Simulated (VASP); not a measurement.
Write the native input for VASP 6.6.1 that does the following.

| Property | Result |
| --- | --- |
| Task | relaxation of cell and atoms |
| Functional | PBE |
| Potentials or basis | VASP PAW PBE potentials, release 64 (Cu) |
| Cutoff | 600 eV |
| k mesh | 14 × 14 × 14 |
| Occupations | fermi-dirac, width 0.05 eV |
| Spin | no spin polarisation |
| Target pressure | 20 GPa |
| Dipole correction | no |
| Further INCAR settings | ALGO = Normal; EDIFF = 1e-07; IBRION = 2; EDIFFG = -0.01; NSW = 80; ISIF = 3 |

The structure of Cu lies in POSCAR:

```
Cu
1.0
    0.0000000000      2.4850000000      2.4850000000
    2.4850000000      0.0000000000      2.4850000000
    2.4850000000      2.4850000000      0.0000000000
Cu
2
Direct
    0.0000000000      0.0000000000      0.0000000000
    0.2500000000      0.2500000000      0.2500000000
```

This isn't the form of Cu at room conditions, which is fcc.

These files were run (other wordings do the same):

INCAR

```
PREC = Accurate
ENCUT = 600
EDIFF = 1E-7
ISMEAR = -1
SIGMA = 0.05
LREAL = False
LASPH = True
NELM = 80
ALGO = Normal
ISIF = 3
LWAVE = False
LCHARG = False
GGA = PE
IBRION = 2
NSW = 80
EDIFFG = -0.01
PSTRESS = 200.0
```

KPOINTS

```
Automatic mesh
0
Gamma
  14 14 14
```

Potentials or basis: VASP PAW PBE potentials, release 64 (Cu).

Command:

```sh
$ cat potpaw_PBE.64/Cu/POTCAR > POTCAR
$ mpirun -np 1 vasp_std > vasp.out
```

It gave:

```
Relaxed volume                                             : 15.51 Å³/atom
Relaxed cell                                               : a = 3.527 Å, b = 3.527 Å, c = 3.527 Å, α = 60.00°, β = 60.00°, γ = 60.00°
Space group after relaxing (to 0.1 Å)                      : Fd-3m (No. 227)
Energy change on relaxing (the run minimises the enthalpy) : -21.2 meV/atom
Ionic steps                                                : 3
Pressure after relaxing                                    : 20.0 GPa
Band gap on the k mesh                                     : zero (bands 11 and 12 overlap by 1.06 eV)
```

Caveat: the cell is relaxed towards a set pressure, so the run minimises the enthalpy, not the energy.

Run time: 3.2 min on 1 thread of Intel Xeon 8259CL, on a shared host, peak memory 0.19 GiB.
